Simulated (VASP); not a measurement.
# Fe (Im-3m) in VASP: a series of runs, part 3 of 3

VASP 6.6.1. The steps go on from the part before.

## 5. Single point, LDA, collinear spin, ferromagnetic start

This run uses another cell than the first one, of 12.02 Å³/atom.

INCAR reads:

```
SYSTEM = Fe
PREC = Accurate ; ENCUT = 520
EDIFF = 1E-7 ; ISMEAR = 0
SIGMA = 0.05 ; LREAL = .FALSE.
LASPH = .TRUE. ; NELM = 150
ALGO = Normal ; ISIF = 2
LWAVE = .FALSE. ; LCHARG = .FALSE.
ISPIN = 2 ; MAGMOM = 2.5
LORBIT = 11 ; LMAXMIX = 4
GGA = CA ; NBANDS = 14
```

KPOINTS reads:

```
regular mesh
0
G
  22 22 22
  0 0 0
```

POSCAR reads:

```
Fe
1.0
   -1.4430000000      1.4430000000      1.4430000000
    1.4430000000     -1.4430000000      1.4430000000
    1.4430000000      1.4430000000     -1.4430000000
Fe
1
Direct
    0.0000000000      0.0000000000      0.0000000000
```

Potentials or basis: VASP PAW LDA potentials, release 64 (Fe).

Command:

```bash
$ cat potpaw_LDA.64/Fe/POTCAR > POTCAR
$ mpirun -np 1 vasp_std > vasp.out
```

OUTCAR:

```text
SYSTEM = Fe
   PREC = Accurate
   ENCUT = 520
   EDIFF = 1E-7
   ISMEAR = 0
   LREAL = .FALSE.
   LASPH = .TRUE.
   NELM = 150
   ISIF = 2
   ISPIN = 2
   LORBIT = 11
   GGA = CA

 ion  position               nearest neighbor table
   1  0.000  0.000  0.000-

  LATTYP: Found a body centered cubic cell.
 ALAT       =     2.8860000000

  Lattice vectors:

 A1 = (  -1.4430000000,   1.4430000000,   1.4430000000)
 A2 = (   1.4430000000,  -1.4430000000,   1.4430000000)
 A3 = (   1.4430000000,   1.4430000000,  -1.4430000000)
[... 1023 lines left out ...]
  -------------------------------------------------------------------------------------
  Total       -1.9604903     -1.9604903     -1.9604903      0.0000000      0.0000000     -0.0000000
  in kB     -261.3462674   -261.3462674   -261.3462674      0.0000000      0.0000000     -0.0000000
  external PRESSURE =    -261.3462674 kB  Pullay stress =       0.0000000 kB

 VOLUME and BASIS-vectors are now :
 -----------------------------------------------------------------------------
  energy-cutoff  :      520.00
  volume of cell :       12.02
      direct lattice vectors                 reciprocal lattice vectors
    -1.443000000  1.443000000  1.443000000     0.000000000  0.346500347  0.346500347
     1.443000000 -1.443000000  1.443000000     0.346500347  0.000000000  0.346500347
     1.443000000  1.443000000 -1.443000000     0.346500347  0.346500347  0.000000000

 POSITION                                       TOTAL-FORCE (eV/Angst)
 -----------------------------------------------------------------------------------
      0.00000      0.00000      0.00000        -0.000000      0.000000     -0.000000
 -----------------------------------------------------------------------------------
    total drift:                               -0.000000     -0.000000      0.000000

  FREE ENERGIE OF THE ION-ELECTRON SYSTEM (eV)
  ---------------------------------------------------
  free  energy   TOTEN  =        -9.0698217593 eV

  energy  without entropy=       -9.0683707091  energy(sigma->0) =       -9.06909623

 total charge

# of ion       s       p       d       tot
------------------------------------------
    1        0.466   0.485   6.219   7.171

 magnetization (x)

# of ion       s       p       d       tot
------------------------------------------
    1       -0.011  -0.032   2.233   2.190
```

It took 64 s on 1 thread of AMD EPYC 9R45 (Zen 5), shared host; peak memory 0.15 GiB.

What came out:

```yaml
Free_energy: -9.0698 eV
Pressure: -26.1 GPa
Net_moment: 2.21 μB per cell
Site_moments: Fe +2.19 μB
Valence_electrons_inside_the_program's_atomic_spheres: Fe 7.17
```

Caveat: the cell stands under tension.

## 6. Single point, LDA, collinear spin, ferromagnetic start

This run uses another cell than the first one: it holds 2 atoms, not 1.

INCAR reads:

```
PREC     = Accurate       # precision mode
ENCUT    = 520            # plane-wave cutoff, eV
EDIFF    = 1E-7           # SCF threshold, eV
ISMEAR   = 0              # smearing method
SIGMA    = 0.05           # smearing width, eV
LREAL    = False          # projectors in reciprocal space
LASPH    = True           # aspherical terms in the spheres
NELM     = 150            # most SCF steps
ALGO     = Fast           # electronic algorithm
ISIF     = 2              # what is computed and relaxed
LWAVE    = False          # write WAVECAR
LCHARG   = False          # write CHGCAR
ISPIN    = 2              # spin polarisation
MAGMOM   = 2.5 2.5        # initial moments
LORBIT   = 11             # projections on sites
LMAXMIX  = 4              # l up to which the mixer works
GGA      = CA             # functional
NBANDS   = 19             # bands
```

KPOINTS reads:

```
Automatic mesh
0
Gamma
  16 16 10
```

POSCAR reads:

```
Fe
1.0
    1.3748523950     -1.3748523950      1.3748523950
   -1.3748523950      1.3748523950      1.3748523950
   -2.7497047900     -2.7497047900      0.0000000000
Fe
2
Direct
    0.0000000000      0.0000000000      0.0000000000
    0.5000000000      0.5000000000      0.5000000000
```

Potentials or basis: VASP PAW LDA potentials, release 64 (Fe).

Command:

```bash
$ cat potpaw_LDA.64/Fe/POTCAR > POTCAR
$ mpirun -np 1 vasp_std > vasp.out
```

Run time: 4 min. Hardware: 1 thread of AMD EPYC 9R45 (Zen 5), shared host; peak memory 0.29 GiB.

It converged, with:

```yaml
Free_energy: -18.4501 eV
Pressure: -0.9 GPa
Net_moment: 3.91 μB per cell
Site_moments: Fe +1.92 μB
Valence_electrons_inside_the_program's_atomic_spheres: Fe 7.48
```

Stress tensor (GPa, compression positive):
```
-0.94  0.37  0.00
 0.37 -0.94  0.00
 0.00  0.00 -0.67
```

Levels at points of the mesh, in eV from the Fermi level:
Spin up:
```
           k point  band 7  band 8  band 9  band 10  band 11  band 12  band 13  band 14
(0.00, 0.00, 0.00)   -0.97   -0.97   -0.93    -0.73     0.34     0.61     8.14    18.93
(0.50, 0.00, 0.00)   -1.07   -1.07   -0.54    -0.54     2.64     2.64    11.73    11.73
(0.50, 0.50, 0.00)    0.29    0.30    0.30     0.34     0.62     8.14    10.38    10.38
(0.00, 0.00, 0.50)   -1.19   -1.19   -1.10    -1.10    -0.88    -0.88    16.69    16.69
(0.50, 0.00, 0.50)   -0.73   -0.73    0.34     0.34     0.61     0.61     8.14     8.14
(0.50, 0.50, 0.50)   -1.35   -1.35    0.46     0.46     5.49     5.49     8.57     8.57
```
Spin down:
| k point | band 4 | band 5 | band 6 | band 7 | band 8 | band 9 |
| --- | --- | --- | --- | --- | --- | --- |
| (0.00, 0.00, 0.00) | -0.94 | -0.93 | -0.93 | 0.72 | 1.05 | 1.13 |
| (0.50, 0.00, 0.00) | -2.31 | -1.73 | -1.73 | 0.87 | 0.87 | 1.49 |
| (0.50, 0.50, 0.00) | -2.35 | 0.72 | 1.05 | 1.42 | 2.10 | 2.10 |
| (0.00, 0.00, 0.50) | -1.68 | -1.24 | -1.24 | 0.59 | 0.59 | 0.80 |
| (0.50, 0.00, 0.50) | -2.35 | 0.72 | 0.72 | 1.05 | 1.05 | 1.42 |
| (0.50, 0.50, 0.50) | -2.66 | -0.54 | -0.54 | 0.29 | 0.29 | 2.27 |

## 7. Overview

| cell | k mesh | gap on the mesh (eV) | pressure (GPa) | moment (μB) |
| --- | --- | --- | --- | --- |
| a = 2.385 Å, angles 109.5°, 1 atom, atomic positions A | 22 × 22 × 22 | none | -2.4 | 1.95 |
| a = 2.413 Å, angles 109.5°, 1 atom, atomic positions A | 22 × 22 × 22 | none | -9.4 | 2.05 |
| a = 2.499 Å, angles 109.5°, 1 atom, atomic positions A | 22 × 22 × 22 | none | -26.1 | 2.21 |
| a = 2.381, b = 2.381, c = 3.889 Å, angles 90.0, 90.0, 109.5°, 2 atoms, atomic positions B | 16 × 16 × 10 | none | -0.9 | 3.91 |

Alike in all rows: task single point; level LDA; potentials or basis VASP PAW LDA potentials, release 64 (Fe); spin collinear, ferromagnetic start; cutoff (eV) 520; smearing gaussian 0.05 eV.

Caveats: the cell stands under tension (at least some runs).

Total energies depend on the potentials used, so only differences within one code and one set of settings carry meaning.
